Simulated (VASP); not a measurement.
# NaCl (I4/mmm) in VASP: further runs, part 2 of 2

VASP 6.6.1. Earlier steps stand in the parts before.

**5. Single point, r2SCAN (strain -0.0050 x Voigt [0, 1, 0, 0, 0, 0])**

Contents of POSCAR:

```
NaCl
1.0
    0.0000000000      2.8175912500      2.8317500000
    2.8317500000      0.0000000000      2.8317500000
    2.8317500000      2.8175912500      0.0000000000
Na Cl
1 1
Direct
    0.0000000000      0.0000000000      0.0000000000
    0.5000000000      0.5000000000      0.5000000000
```

Contents of INCAR.step1:

```
SYSTEM = NaCl
PREC = Accurate ; ENCUT = 520
ISMEAR = 0 ; SIGMA = 0.05
LREAL = .FALSE. ; LASPH = .TRUE.
NELM = 100 ; NBANDS = 14
GGA = PE ; ALGO = Normal
EDIFF = 1E-4 ; LWAVE = .TRUE.
LCHARG = .FALSE.
```

Contents of INCAR.step2:

```
SYSTEM = NaCl
PREC = Accurate ; ENCUT = 520
EDIFF = 1E-6 ; ISMEAR = 0
SIGMA = 0.05 ; LREAL = .FALSE.
LASPH = .TRUE. ; NELM = 100
ALGO = Normal ; ISIF = 2
LWAVE = .FALSE. ; LCHARG = .FALSE.
METAGGA = R2SCAN ; LMIXTAU = .TRUE.
NBANDS = 14 ; ISTART = 1
```

Contents of KPOINTS:

```
regular mesh
0
G
  8 8 8
  0 0 0
```

Potentials or basis: VASP PAW PBE potentials, release 64 (Na_pv, Cl).

Started as:

```sh
cat potpaw_PBE.64/Na_pv/POTCAR potpaw_PBE.64/Cl/POTCAR > POTCAR
cp INCAR.step1 INCAR
mpirun -np 1 vasp_std > vasp.out
cp INCAR.step2 INCAR
mpirun -np 1 vasp_std > vasp.out
```

OUTCAR:

```text
SYSTEM = NaCl
   PREC = Accurate
   ENCUT = 520
   EDIFF = 1E-6
   ISMEAR = 0
   LREAL = .FALSE.
   LASPH = .TRUE.
   NELM = 100
   ISIF = 2
   METAGGA = R2SCAN
   ISTART = 1

 ion  position               nearest neighbor table
   1  0.000  0.000  0.000-
   2  0.500  0.500  0.500-

  LATTYP: Found a body centered tetragonal cell.
 ALAT       =     4.0046992553
 C/A-ratio  =     1.4071424946

  Lattice vectors:

 A1 = (   0.0000000000,  -2.8175912500,   2.8317500000)
 A2 = (   0.0000000000,  -2.8175912500,  -2.8317500000)
 A3 = (   2.8317500000,   2.8175912500,   0.0000000000)

Analysis of symmetry for initial positions (statically):
=====================================================================
 Subroutine PRICEL returns:
 Original cell was already a primitive cell.

 Routine SETGRP: Setting up the symmetry group for a
 body centered tetragonal supercell.

 Subroutine GETGRP returns: Found 16 space group operations
 (whereof 16 operations were pure point group operations)
 out of a pool of 16 trial point group operations.

The static configuration has the point symmetry D_4h.

Analysis of symmetry for dynamics (positions and initial velocities):
=====================================================================
 Subroutine PRICEL returns:
 Original cell was already a primitive cell.

 Routine SETGRP: Setting up the symmetry group for a
 body centered tetragonal supercell.

 Subroutine GETGRP returns: Found 16 space group operations
 (whereof 16 operations were pure point group operations)
 out of a pool of 16 trial point group operations.

The dynamic configuration has the point symmetry D_4h.

 Subroutine INISYM returns: Found 16 space group operations
 (whereof 16 operations are pure point group operations),
 and found     1 'primitive' translations

[... 120 lines left out ...]
   LHFCALC =     F    Hartree Fock is set to
   AEXX    =    0.0000 exact exchange contribution
   IVDW    =     0    specifies the selected vdW correction
   LEPSILON=     F    determine dielectric tensor
   LRPA    =     F    only Hartree local field effects (RPA)
 non-spin polarized calculation
 Gauss-broadening in eV      SIGMA  =   0.05
  energy-cutoff  :      520.00
  volume of cell :       45.19
 maximum number of plane-waves:      1243
 NGX is ok and might be reduce to    30
   NGX = 15   NGY = 15   NGZ = 15

 number of electron      13.9999994 magnetization

 Free energy of the ion-electron system (eV)
  ---------------------------------------------------
  ext. energy  EPLUGINS =         0.00000000
  ---------------------------------------------------
  free energy    TOTEN  =       -13.78632053 eV

  energy without entropy =      -13.78632053  energy(sigma->0) =      -13.78632053

 E-fermi :  -0.9940     XC(G=0):  -8.6091

 val. band max:       -1.2056821456   @ k =   0.0000   0.0000   0.0000
 cond. band min:       4.6836422550   @ k =   0.0000   0.0000   0.0000
 fundamental gap:      5.8893244007
 Fermi energy:        -0.9940423359

 k-point     1 :       0.0000    0.0000    0.0000
  band No.  band energies     occupation
      1     -22.7402      2.00000
      2     -22.7399      2.00000
      3     -22.7393      2.00000
      4     -14.4121      2.00000
      5      -1.2094      2.00000
      6      -1.2057      2.00000
      7      -1.2057      2.00000
      8       4.6836      0.00000
      9      10.5339      0.00000
     10      10.5340      0.00000
     11      10.5712      0.00000
     12      12.7552      0.00000
     13      12.8169      0.00000
     14      14.3608      0.00000
[... 377 lines left out ...]
      1     -22.7594      2.00000
      2     -22.7430      2.00000
      3     -22.7421      2.00000
      4     -14.1443      2.00000
      5      -2.6793      2.00000
      6      -1.5407      2.00000
      7      -1.5063      2.00000
      8       6.9236      0.00000
      9       9.2528      0.00000
     10      10.2627      0.00000
     11      11.1016      0.00000
     12      13.1347      0.00000
     13      14.4917      0.00000
     14      16.0707      0.00000

 [... further k-points ...]

------------------------ aborting loop because EDIFF is reached ----------------------------------------

  FORCE on cell =-STRESS in cart. coord.  units (eV):
  Direction    XX          YY          ZZ          XY          YZ          ZX
  --------------------------------------------------------------------------------------
  -------------------------------------------------------------------------------------
  Total       -0.2629091     -0.2035660     -0.2629091     -0.0000000      0.0000000      0.0000000
  in kB       -9.3217707     -7.2176883     -9.3217707     -0.0000000      0.0000000      0.0000000
  external PRESSURE =      -8.6204099 kB  Pullay stress =       0.0000000 kB

 VOLUME and BASIS-vectors are now :
 -----------------------------------------------------------------------------
  energy-cutoff  :      520.00
  volume of cell :       45.19
      direct lattice vectors                 reciprocal lattice vectors
     0.000000000  2.817591250  2.831750000    -0.176569259  0.177456542  0.176569259
     2.831750000  0.000000000  2.831750000     0.176569259 -0.177456542  0.176569259
     2.831750000  2.817591250  0.000000000     0.176569259  0.177456542 -0.176569259

 POSITION                                       TOTAL-FORCE (eV/Angst)
 -----------------------------------------------------------------------------------
      0.00000      0.00000      0.00000         0.000000      0.000000     -0.000000
      2.83175      2.81759      2.83175        -0.000000     -0.000000      0.000000
 -----------------------------------------------------------------------------------
    total drift:                               -0.000000      0.000000      0.000000

  FREE ENERGIE OF THE ION-ELECTRON SYSTEM (eV)
  ---------------------------------------------------
  free  energy   TOTEN  =       -13.7863205295 eV

  energy  without entropy=      -13.7863205295  energy(sigma->0) =      -13.78632053
```

OUTCAR.step1:

```text
SYSTEM = NaCl
   PREC = Accurate
   ENCUT = 520
   ISMEAR = 0
   LREAL = .FALSE.
   LASPH = .TRUE.
[... 631 lines left out ...]
      0.00000      0.00000      0.00000         0.000000      0.000000     -0.000000
      2.83175      2.81759      2.83175        -0.000000     -0.000000      0.000000
 -----------------------------------------------------------------------------------
    total drift:                               -0.000000      0.000000      0.000000

  FREE ENERGIE OF THE ION-ELECTRON SYSTEM (eV)
  ---------------------------------------------------
  free  energy   TOTEN  =        -6.7759934113 eV

  energy  without entropy=       -6.7759934113  energy(sigma->0) =       -6.77599341
```

Run time: 70 s. Hardware: 1 thread of Intel Xeon 6975P-C (Granite Rapids), shared host; peak memory 0.18 GiB.

Results:

* Free energy: -13.7863 eV
* Pressure: -0.9 GPa
* Band gap on the k mesh: 5.89 eV

Stress tensor (GPa, compression positive):
```
-0.93  0.00  0.00
 0.00 -0.72  0.00
 0.00  0.00 -0.93
```

Caveat: the cell differs from its parent crystal (strain -0.0050 x Voigt [0, 1, 0, 0, 0, 0]); the PAW data sets were made with another functional, which shifts forces and pressure a little. A k mesh can miss the band edges.

**6. Single point, r2SCAN (strain +0.0050 x Voigt [0, 1, 0, 0, 0, 0])**

Contents of POSCAR:

```
NaCl
1.0
    0.0000000000      2.8459087500      2.8317500000
    2.8317500000      0.0000000000      2.8317500000
    2.8317500000      2.8459087500      0.0000000000
Na Cl
1 1
Direct
    0.0000000000      0.0000000000      0.0000000000
    0.5000000000      0.5000000000      0.5000000000
```

Contents of INCAR.step1:

```
PREC = Accurate ; ENCUT = 520
ISMEAR = 0 ; SIGMA = 0.05
LREAL = F ; LASPH = T
NELM = 60 ; NBANDS = 14
GGA = PE ; ALGO = Normal
EDIFF = 1E-4 ; LWAVE = T
LCHARG = F
```

Contents of INCAR.step2:

```
PREC = Accurate ; ENCUT = 520
EDIFF = 1E-6 ; ISMEAR = 0
SIGMA = 0.05 ; LREAL = F
LASPH = T ; NELM = 60
ALGO = Normal ; ISIF = 2
LWAVE = F ; LCHARG = F
METAGGA = R2SCAN ; LMIXTAU = T
NBANDS = 14 ; ISTART = 1
```

Contents of KPOINTS:

```
Automatic mesh
0
Gamma
  8 8 8
```

Potentials or basis: VASP PAW PBE potentials, release 64 (Na_pv, Cl).

Started as:

```sh
cat potpaw_PBE.64/Na_pv/POTCAR potpaw_PBE.64/Cl/POTCAR > POTCAR
cp INCAR.step1 INCAR
mpirun -np 1 vasp_std > vasp.out
cp INCAR.step2 INCAR
mpirun -np 1 vasp_std > vasp.out
```

OUTCAR:

```text
PREC = Accurate
   ENCUT = 520
   EDIFF = 1E-6
   ISMEAR = 0
   LREAL = F
   LASPH = T
   NELM = 60
   ISIF = 2
   METAGGA = R2SCAN
   ISTART = 1

 ion  position               nearest neighbor table
   1  0.000  0.000  0.000-
   2  0.500  0.500  0.500-

  LATTYP: Found a body centered tetragonal cell.
 ALAT       =     4.0046992553
 C/A-ratio  =     1.4212846302
[... 593 lines left out ...]
     12      13.0355      0.00000
     13      14.3913      0.00000
     14      15.9234      0.00000

 [... further k-points ...]

------------------------ aborting loop because EDIFF is reached ----------------------------------------

  FORCE on cell =-STRESS in cart. coord.  units (eV):
  Direction    XX          YY          ZZ          XY          YZ          ZX
  --------------------------------------------------------------------------------------
  -------------------------------------------------------------------------------------
  Total       -0.2942600     -0.3499452     -0.2942600     -0.0000000      0.0000000      0.0000000
  in kB      -10.3295418    -12.2842839    -10.3295418     -0.0000000      0.0000000      0.0000000
  external PRESSURE =     -10.9811225 kB  Pullay stress =       0.0000000 kB

 VOLUME and BASIS-vectors are now :
 -----------------------------------------------------------------------------
  energy-cutoff  :      520.00
  volume of cell :       45.64
      direct lattice vectors                 reciprocal lattice vectors
     0.000000000  2.845908750  2.831750000    -0.176569259  0.175690805  0.176569259
     2.831750000  0.000000000  2.831750000     0.176569259 -0.175690805  0.176569259
     2.831750000  2.845908750  0.000000000     0.176569259  0.175690805 -0.176569259

 POSITION                                       TOTAL-FORCE (eV/Angst)
 -----------------------------------------------------------------------------------
      0.00000      0.00000      0.00000         0.000000      0.000000     -0.000000
      2.83175      2.84591      2.83175        -0.000000      0.000000      0.000000
 -----------------------------------------------------------------------------------
    total drift:                               -0.000000      0.000000      0.000000

  FREE ENERGIE OF THE ION-ELECTRON SYSTEM (eV)
  ---------------------------------------------------
  free  energy   TOTEN  =       -13.7835761885 eV

  energy  without entropy=      -13.7835761885  energy(sigma->0) =      -13.78357619
```

OUTCAR.step1:

```text
PREC = Accurate
   ENCUT = 520
   ISMEAR = 0
   LREAL = F
   LASPH = T
[... 630 lines left out ...]
 -----------------------------------------------------------------------------------
      0.00000      0.00000      0.00000        -0.000000     -0.000000      0.000000
      2.83175      2.84591      2.83175         0.000000      0.000000     -0.000000
 -----------------------------------------------------------------------------------
    total drift:                               -0.000000      0.000000      0.000000

  FREE ENERGIE OF THE ION-ELECTRON SYSTEM (eV)
  ---------------------------------------------------
  free  energy   TOTEN  =        -6.7772423741 eV

  energy  without entropy=       -6.7772423741  energy(sigma->0) =       -6.77724237
```

Run time: 68 s. Hardware: 1 thread of Intel Xeon 6975P-C (Granite Rapids), shared host; peak memory 0.18 GiB.

What came out:

```
Free energy            : -13.7836 eV
Pressure               : -1.1 GPa
Band gap on the k mesh : 5.85 eV
```

Caveat: the cell differs from its parent crystal (strain +0.0050 x Voigt [0, 1, 0, 0, 0, 0]); the PAW data sets were made with another functional, which shifts forces and pressure a little. A k mesh can miss the band edges.

**7. Overview**

```tsv
cell	gap on the mesh (eV)	pressure (GPa)
a = 3.965, b = 4.005 Å, angles 59.7, 60.7, 59.7°, 2 atoms	5.95	-0.4
a = 3.975, b = 4.005 Å, angles 59.8, 60.5, 59.8°, 2 atoms	5.93	-0.6
a = 3.985, b = 4.005 Å, angles 59.8, 60.3, 59.8°, 2 atoms	5.91	-0.7
a = 3.995, b = 4.005 Å, angles 59.9, 60.2, 59.9°, 2 atoms	5.89	-0.9
a = 4.015, b = 4.005 Å, angles 60.1, 59.8, 60.1°, 2 atoms	5.85	-1.1
```

Alike in all rows: task single point; level r2SCAN; potentials or basis VASP PAW PBE potentials, release 64 (Na_pv, Cl); no spin polarisation; k mesh 8 × 8 × 8; cutoff (eV) 520; smearing gaussian 0.05 eV.

Caveats: the PAW data sets were made with another functional, which shifts forces and pressure a little.

Absolute energies hang on the potentials; compare differences alone.
